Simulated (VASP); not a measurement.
Set up this calculation in VASP 6.6.1, as the native input.

| Quantity | Value |
| --- | --- |
| Task | single point |
| Functional | PBE |
| Potentials or basis | VASP PAW PBE potentials, release 64 (Ge_d, Pd) |
| Cutoff | 520 eV |
| k mesh | 6 × 6 × 4 |
| Occupations | gaussian, width 0.1 eV |
| Spin | collinear spin |
| Starting moments | [0.0, 0.0, 0.0, 0.0, 0.0, 1.0] μB |
| Dipole correction | no |
| Further INCAR settings | ALGO = Normal; EDIFF = 1e-06; NBANDS = 53 |

The structure of Ge5Pd lies in POSCAR:

```
Ge5Pd
1.0
    4.9033993107      0.0000000000      0.0000000000
   -2.4516996553      4.2464683680      0.0000000000
    0.0000000000      0.0000000000      5.2497324292
Ge Pd
5 1
Direct
    0.3333333333      0.6666666667      0.5000000000
    0.6666666667      0.3333333333      0.5000000000
    0.3333333333      0.6666666667      0.0000000000
    0.6666666667      0.3333333333      0.0000000000
    0.0000000000      0.0000000000      0.5000000000
    0.0000000000      0.0000000000      0.0000000000
```

The cell was generated, and may not be a known phase.

These files were run (other wordings do the same):

INCAR

```
PREC = Accurate ; ENCUT = 520
EDIFF = 1E-6 ; ISMEAR = 0
SIGMA = 0.1 ; LREAL = F
LASPH = T ; NELM = 150
ALGO = Normal ; ISIF = 2
LWAVE = F ; LCHARG = F
ISPIN = 2 ; MAGMOM = 0 0 0 0 0 1
LORBIT = 11 ; LMAXMIX = 4
GGA = PE ; NBANDS = 53
```

KPOINTS

```
regular mesh
0
Gamma
  6 6 4
```

Potentials or basis: VASP PAW PBE potentials, release 64 (Ge_d, Pd).

Launch:

```bash
$ cat potpaw_PBE.64/Ge_d/POTCAR potpaw_PBE.64/Pd/POTCAR > POTCAR
$ mpirun -np 1 vasp_std > vasp.out
```

It gave:

```
Pressure                                              : -0.4 GPa
Band gap on the k mesh                                : zero (filled and empty bands overlap)
Net moment                                            : 0.00 μB per cell
Valence electrons inside the program's atomic spheres : Ge 12.27, 12.23, 12.24 (each value once); Pd 9.37
```

Run time: 5.1 min on 1 thread of Oxide Virtual Turin-like Processor (shared host), peak memory 0.32 GiB.
